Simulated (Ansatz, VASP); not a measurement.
# H: VASP beside Ansatz

```xyz
4
Lattice="4.0321 0.0000 0.0000 -2.0161 3.4919 0.0000 0.0000 0.0000 5.1728" Properties=species:S:1:pos:R:3 pbc="T T T"
H     0.0000    2.3280    0.9130
H     2.0161    1.1640    3.4994
H     2.0161    1.1640    4.2598
H     0.0000    2.3280    1.6734
```

Change from the starting cell: strain +0.050 along x and y, +0.025 along z, atoms carried along.

Alike in both runs: task single point; functional PBE; k mesh 9 × 9 × 6; occupations gaussian, width 0.05 eV; no spin polarisation.

|  | VASP | Ansatz |
| --- | --- | --- |
| version | VASP 6.6.1 | Ansatz 0.2.0 |
| potentials or method | VASP PAW PBE potentials, release 64 (H), cutoff 520 eV | scalar-relativistic, plane waves, PAW |
| valence electrons in the cell | 4 | 4 |

|  | VASP | Ansatz | Ansatz less VASP |
| --- | --- | --- | --- |
| gap on the k mesh at the Fermi level (eV) | 9.37 | 9.37 | -0.002 |
| least direct gap on the mesh (eV) | 9.37 | 9.37 | -0.002 |
| pressure (GPa) | -0.5 | -0.4 | +0.14 |
| traceless stress, the component that is largest in VASP (GPa) | -0.77 | -0.73 | +0.040 |
| rms of the force components (eV/Å) | 0.190 | 0.185 | -0.0057 |

Atom by atom the forces differ by 0.006 eV/Å (rms over components).
